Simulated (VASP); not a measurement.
Here is a VASP 6.6.1 calculation.

The input INCAR:

```
SYSTEM = BaPm
ALGO     = Fast           ! electronic algorithm
EDIFF    = 1E-6           ! SCF threshold, eV
ENCUT    = 520            ! plane-wave cutoff, eV
GGA      = PE             ! functional
ISIF     = 2              ! what is computed and relaxed
ISMEAR   = -1             ! smearing method
ISPIN    = 2              ! spin polarisation
LASPH    = .TRUE.         ! aspherical terms in the spheres
LCHARG   = .TRUE.         ! write CHGCAR
LELF     = .TRUE.         ! ELF
LMAXMIX  = 6              ! l up to which the mixer works
LORBIT   = 11             ! projections on sites
LREAL    = .FALSE.        ! projectors in reciprocal space
LVHAR    = .TRUE.       
LWAVE    = .FALSE.        ! write WAVECAR
MAGMOM   = 4 0            ! initial moments
NBANDS   = 24             ! bands
NELM     = 150            ! most SCF steps
PREC     = Accurate       ! precision mode
SIGMA    = 0.05           ! smearing width, eV
```

File KPOINTS:

```
k-points
0
G
  8 8 4
  0 0 0
```

Contents of POSCAR:

```
BaPm
1.0
    3.8865185556      0.0000000000      0.0000000000
   -1.9432592778      3.3658238014      0.0000000000
    0.0000000000      0.0000000000      6.3894718628
Pm Ba
1 1
Direct
    0.6666666667      0.3333333333      0.0000000000
    0.0000000000      0.0000000000      0.5000000000
```

Potentials or basis: VASP PAW PBE potentials, release 64 (Pm, Ba_sv).

Run with:

```console
$ cat potpaw_PBE.64/Pm/POTCAR potpaw_PBE.64/Ba_sv/POTCAR > POTCAR
$ mpirun -np 1 vasp_std > vasp.out
```

Question: What does it give for the site moments?

Answer: Pm +4.63; Ba -0.00 μB.

Question: What does it give for the pressure?

Answer: 2.4 GPa.

Question: Estimate the net moment.

Answer: 5.25 μB per cell.

Stress tensor (GPa, compression positive):
```
2.32 0.00 0.00
0.00 2.32 0.00
0.00 0.00 2.66
```

Caveat: the magnetic or orbital state may not be the lowest. The state reached can hang on the start; a lower one may exist.
